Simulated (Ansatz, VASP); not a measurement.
# One calculation of In, two programs

```
In
1.0
     9.19196    0.00000    0.00000
    -4.59598    7.96047    0.00000
     0.00000    0.00000    3.72633
In
8
Direct
  0.81428 0.18572 0.50000
  0.81428 0.62857 0.50000
  0.37143 0.18572 0.50000
  0.18572 0.81428 0.50000
  0.18572 0.37143 0.50000
  0.62857 0.81428 0.50000
  0.33333 0.66667 0.00000
  0.66667 0.33333 0.00000
```

Alike in both runs: functional PBE; k mesh 3 × 3 × 4; occupations gaussian, width 0.1 eV; no spin polarisation.

Ansatz relaxed the structure, and its values are those at the end. VASP's run is a single point on that final structure, the one shown.

|  | VASP | Ansatz |
| --- | --- | --- |
| version | VASP 6.6.1 | Ansatz 0.2.0 |
| potentials or method | VASP PAW PBE potentials, release 64 (In_d), cutoff 520 eV | scalar-relativistic, plane waves, PAW |
| valence electrons in the cell | 104 | 104 |

VASP gave:

- gap on the k mesh at the Fermi level (eV): none
- pressure (GPa): 0.0
- rms of the force components (eV/Å): 0.011

Which values does Ansatz return?

gap on the k mesh at the Fermi level (eV): none; pressure (GPa): 0.1; rms of the force components (eV/Å): 0.011.

A gap of «none» marks a metal or a gap that the smearing closes.

The k mesh is coarse, so the values compare programs but aren't converged.
